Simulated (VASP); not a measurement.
# NaF (Fm-3m) in VASP: dielectric tensor with PBE

Aim: the dielectric tensor of NaF with PBE.

Everything below comes from runs of VASP 6.6.1. Logs are shortened: lines on timing, memory, paths and dates and some standing lists are left out, and cuts for length are marked.

### Step 1. The cell of the first run

The structure is cubic, space group Fm-3m (No. 225). The conventional cell has a = 4.594 Å, b = 4.594 Å, c = 4.594 Å, α = 90.00°, β = 90.00°, γ = 90.00°. Within 3.0 Å of Na (site symmetry m-3m) lie 6 F at 2.30 Å. Within 3.0 Å of F (site symmetry m-3m) lie 6 Na at 2.30 Å.

### Step 2. Dielectric tensor, PBE

Contents of INCAR:

```
PREC     = Accurate       # precision mode
ENCUT    = 520            # plane-wave cutoff, eV
EDIFF    = 1E-8           # SCF threshold, eV
ISMEAR   = 0              # smearing method
SIGMA    = 0.01           # smearing width, eV
LREAL    = False          # projectors in reciprocal space
LASPH    = True           # aspherical terms in the spheres
NELM     = 60             # most SCF steps
ALGO     = Normal         # electronic algorithm
ISIF     = 2              # what is computed and relaxed
LWAVE    = False          # write WAVECAR
LCHARG   = False          # write CHGCAR
GGA      = PE             # functional
LEPSILON = True           # dielectric tensor by DFPT
```

Contents of KPOINTS:

```
regular mesh
0
Gamma
  8 8 8
```

Contents of POSCAR:

```
NaF
1.0
    0.0000000000      2.2972433055      2.2972433055
    2.2972433055      0.0000000000      2.2972433055
    2.2972433055      2.2972433055      0.0000000000
Na F
1 1
Direct
    0.0000000000      0.0000000000      0.0000000000
    0.5000000000      0.5000000000      0.5000000000
```

Potentials or basis: VASP PAW PBE potentials, release 64 (Na_pv, F).

The run is started by

```console
$ cat potpaw_PBE.64/Na_pv/POTCAR potpaw_PBE.64/F/POTCAR > POTCAR
$ mpirun -np 1 vasp_std > vasp.out
```

OUTCAR:

```text
PREC = Accurate
   ENCUT = 520
   EDIFF = 1E-8
   ISMEAR = 0
   LREAL = False
   LASPH = True
   NELM = 60
   ISIF = 2
   GGA = PE
   LEPSILON = True

 ion  position               nearest neighbor table
   1  0.000  0.000  0.000-   2 2.30   2 2.30   2 2.30   2 2.30   2 2.30   2 2.30
   2  0.500  0.500  0.500-   1 2.30   1 2.30   1 2.30   1 2.30   1 2.30   1 2.30

  LATTYP: Found a face centered cubic cell.
 ALAT       =     4.5944866110

  Lattice vectors:

 A1 = (   0.0000000000,   2.2972433055,   2.2972433055)
 A2 = (   2.2972433055,   0.0000000000,   2.2972433055)
 A3 = (   2.2972433055,   2.2972433055,   0.0000000000)

Analysis of symmetry for initial positions (statically):
=====================================================================
 Subroutine PRICEL returns:
 Original cell was already a primitive cell.

 Routine SETGRP: Setting up the symmetry group for a
 face centered cubic supercell.

 Subroutine GETGRP returns: Found 48 space group operations
 (whereof 48 operations were pure point group operations)
 out of a pool of 48 trial point group operations.

The static configuration has the point symmetry O_h .

Analysis of symmetry for dynamics (positions and initial velocities):
=====================================================================
 Subroutine PRICEL returns:
 Original cell was already a primitive cell.

 Routine SETGRP: Setting up the symmetry group for a
 face centered cubic supercell.

 Subroutine GETGRP returns: Found 48 space group operations
 (whereof 48 operations were pure point group operations)
 out of a pool of 48 trial point group operations.

The dynamic configuration has the point symmetry O_h .

 Subroutine INISYM returns: Found 48 space group operations
 (whereof 48 operations are pure point group operations),
 and found     1 'primitive' translations

----------------------------------------------------------------------------------------

                                     Primitive cell

  volume of cell :      24.2466

  direct lattice vectors                    reciprocal lattice vectors
     0.000000000  2.297243305  2.297243305    -0.217652174  0.217652174  0.217652174
     2.297243305  0.000000000  2.297243305     0.217652174 -0.217652174  0.217652174
     2.297243305  2.297243305  0.000000000     0.217652174  0.217652174 -0.217652174

  length of vectors
     3.248792639  3.248792639  3.248792639     0.376984624  0.376984624  0.376984624

  position of ions in fractional coordinates (direct lattice)
     0.000000000  0.000000000  0.000000000
     0.500000000  0.500000000  0.500000000

  ion indices of the primitive-cell ions
   primitive index   ion index
                 1           1
                 2           2

----------------------------------------------------------------------------------------

 KPOINTS: regular mesh

Automatic generation of k-mesh.
 Grid dimensions read from file:
 generate k-points for:    8    8    8

 Generating k-lattice:

  Cartesian coordinates                     Fractional coordinates (reciprocal lattice)
    -0.027206522  0.027206522  0.027206522     0.125000000  0.000000000  0.000000000
     0.027206522 -0.027206522  0.027206522     0.000000000  0.125000000  0.000000000
     0.027206522  0.027206522 -0.027206522     0.000000000  0.000000000  0.125000000

  Length of vectors
     0.047123078  0.047123078  0.047123078

  Shift w.r.t. Gamma in fractional coordinates (k-lattice)
     0.000000000  0.000000000  0.000000000

 Subroutine IBZKPT returns following result:
[... 77 lines left out ...]
   IVDW    =     0    specifies the selected vdW correction
   LEPSILON=     T    determine dielectric tensor
   LRPA    =     F    only Hartree local field effects (RPA)
 non-spin polarized calculation
 Gauss-broadening in eV      SIGMA  =   0.01
  energy-cutoff  :      520.00
  volume of cell :       24.25
 maximum number of plane-waves:       666
   NGX = 13   NGY = 13   NGZ = 13

--------------------------------------- Ionic step        1  -------------------------------------------

 number of electron      13.9999992 magnetization

 E-fermi :  -1.8710     XC(G=0):  -9.2781

 val. band max:       -1.9698704414   @ k =   0.0000   0.0000   0.0000
 cond. band min:       4.4706777708   @ k =   0.0000   0.0000   0.0000
 fundamental gap:      6.4405482122
 Fermi energy:        -1.8709843446

 k-point     1 :       0.0000    0.0000    0.0000
  band No.  band energies     occupation
      1     -21.1876      2.00000
      2     -20.8408      2.00000
      3     -20.8408      2.00000
      4     -20.8408      2.00000
      5      -1.9699      2.00000
      6      -1.9699      2.00000
      7      -1.9699      2.00000
      8       4.4707      0.00000
      9      17.1908      0.00000
     10      17.1908      0.00000
     11      17.1908      0.00000
[... 309 lines left out ...]
 k-point    24 :      -0.3750    0.2500    0.1250
  band No.  band energies     occupation
      1     -21.6282      2.00000
      2     -20.9001      2.00000
      3     -20.8744      2.00000
      4     -20.2253      2.00000
      5      -3.3225      2.00000
      6      -2.5678      2.00000
      7      -2.3213      2.00000
      8       9.9895      0.00000
      9      10.9546      0.00000
     10      15.4252      0.00000
     11      17.3039      0.00000

 [... further k-points ...]

  FORCE on cell =-STRESS in cart. coord.  units (eV):
  Direction    XX          YY          ZZ          XY          YZ          ZX
  --------------------------------------------------------------------------------------
  -------------------------------------------------------------------------------------
  Total        0.5309371      0.5309371      0.5309371      0.0000000      0.0000000      0.0000000
  in kB       35.0834795     35.0834795     35.0834795      0.0000000      0.0000000      0.0000000
  external PRESSURE =      35.0834795 kB  Pullay stress =       0.0000000 kB

 VOLUME and BASIS-vectors are now :
 -----------------------------------------------------------------------------
  energy-cutoff  :      520.00
  volume of cell :       24.25
      direct lattice vectors                 reciprocal lattice vectors
     0.000000000  2.297243305  2.297243305    -0.217652174  0.217652174  0.217652174
     2.297243305  0.000000000  2.297243305     0.217652174 -0.217652174  0.217652174
     2.297243305  2.297243305  0.000000000     0.217652174  0.217652174 -0.217652174

 POSITION                                       TOTAL-FORCE (eV/Angst)
 -----------------------------------------------------------------------------------
      0.00000      0.00000      0.00000        -0.000000      0.000000     -0.000000
      2.29724      2.29724      2.29724         0.000000     -0.000000      0.000000
 -----------------------------------------------------------------------------------
    total drift:                                0.000000     -0.000000      0.000000

  FREE ENERGIE OF THE ION-ELECTRON SYSTEM (eV)
  ---------------------------------------------------
  free  energy   TOTEN  =        -8.5496270528 eV

  energy  without entropy=       -8.5496270528  energy(sigma->0) =       -8.54962705

 HEAD OF MICROSCOPIC STATIC DIELECTRIC TENSOR (INDEPENDENT PARTICLE, excluding Hartree and local field effects)
 ------------------------------------------------------
           1.891169     0.000000     0.000000
           0.000000     1.891169     0.000000
           0.000000    -0.000000     1.891169
 ------------------------------------------------------

 Free energy of the ion-electron system (eV)
  ---------------------------------------------------
  ---------------------------------------------------
  free energy    TOTEN  =        -0.06403668 eV

  energy without entropy =       -0.06403668

------------------------ aborting loop because EDIFF is reached ----------------------------------------

--------------------------------------- Ionic step        2  -------------------------------------------

------------------------ aborting loop because EDIFF is reached ----------------------------------------

--------------------------------------- Ionic step        3  -------------------------------------------

 Free energy of the ion-electron system (eV)
  ---------------------------------------------------
  ---------------------------------------------------
  free energy    TOTEN  =        -0.06403669 eV

  energy without entropy =       -0.06403669

------------------------ aborting loop because EDIFF is reached ----------------------------------------

 PIEZOELECTRIC TENSOR FIELD DIRECTION 3  (e Angst)
 -----------------------------------------------------------------------------
    -0.00009  0.00000  0.00000           ( -0.00000  0.00000 -0.00000)
     0.00000 -0.00009 -0.00000           (  0.00000 -0.00000  0.00000)
    -0.00000  0.00000 -0.00002           ( -0.00000  0.00000 -0.00001)

 PIEZOELECTRIC TENSOR FIELD DIRECTION 3  (C/m^2)
 -----------------------------------------------------------------------------
    -0.00006  0.00000  0.00000
     0.00000 -0.00006 -0.00000
    -0.00000  0.00000 -0.00002

 MACROSCOPIC STATIC DIELECTRIC TENSOR (including local field effects in DFT)
 ------------------------------------------------------
           1.866399     0.000000     0.000000
           0.000000     1.866399    -0.000000
           0.000000     0.000000     1.866399
 ------------------------------------------------------

 PIEZOELECTRIC TENSOR (including local field effects)  for field in x, y, z        (e  Angst)
          XX          YY          ZZ          XY          YZ          ZX
  --------------------------------------------------------------------------------
  x     0.00000     0.00000     0.00000     0.00000     0.00000     0.00000
  y     0.00000     0.00000     0.00000     0.00000     0.00000     0.00000
  z     0.00000     0.00000     0.00000     0.00000     0.00000     0.00000

 PIEZOELECTRIC TENSOR (including local field effects)  for field in x, y, z        (C/m^2)
          XX          YY          ZZ          XY          YZ          ZX
  --------------------------------------------------------------------------------
  x     0.00000     0.00000     0.00000     0.00000     0.00000     0.00000
  y     0.00000     0.00000     0.00000     0.00000     0.00000     0.00000
  z     0.00000     0.00000     0.00000     0.00000     0.00000     0.00000

 BORN EFFECTIVE CHARGES (including local field effects) (in |e|, cummulative output)
 ---------------------------------------------------------------------------------
 ion    1
    1     1.00379     0.00000     0.00000
    2     0.00000     1.00379     0.00000
    3     0.00000     0.00000     1.00379
 ion    2
    1    -1.00379     0.00000     0.00000
    2     0.00000    -1.00379     0.00000
    3     0.00000     0.00000    -1.00379
```

Wall time 57 s (1 thread of Intel Xeon 6975P-C, shared host); peak memory 0.17 GiB.

Results:

```
Band gap on the k mesh                  : 6.44 eV, direct
Electronic dielectric tensor (diagonal) : 1.87
Born charges (mean of the diagonal)     : Na +1.00; F -1.00 e
```

Electronic dielectric tensor:
```
1.87 0.00 0.00
0.00 1.87 0.00
0.00 0.00 1.87
```

Born effective charge tensors (e):
atom 1, Na
```
1.00 0.00 0.00
0.00 1.00 0.00
0.00 0.00 1.00
```
atom 2, F
```
-1.00  0.00  0.00
 0.00 -1.00  0.00
 0.00  0.00 -1.00
```

As with any semilocal functional, this PBE gap is likely too small.
